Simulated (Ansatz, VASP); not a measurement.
Ag: VASP beside Ansatz

```
Ag
1.0
     0.00000    2.04275    2.04275
     2.04275    0.00000    2.04275
     2.04275    2.04275    0.00000
Ag
1
Direct
  0.00000 0.00000 0.00000
```

Alike in both runs: task single point; functional PBE; k mesh 7 × 7 × 7; occupations fermi-dirac, width 0.02 eV; no spin polarisation.

|  | VASP | Ansatz |
| --- | --- | --- |
| version | VASP 6.6.1 | Ansatz 0.2.0 |
| potentials or method | VASP PAW PBE potentials, release 64 (Ag), cutoff 520 eV | all-electron LAPW, scalar-relativistic |

```csv
,VASP,Ansatz,Ansatz less VASP
gap on the k mesh at the Fermi level (eV),none,none,-
pressure (GPa),4.2,4.3,+0.15
```

A gap of «none» marks a metal or a gap that the smearing closes. Ansatz ran all-electron here, and VASP with PAW potentials.

The k mesh is coarse, so the values compare programs but aren't converged. Noted on Ansatz's run: the k mesh is thin for a metal, which can move the energy by tens of meV per atom.
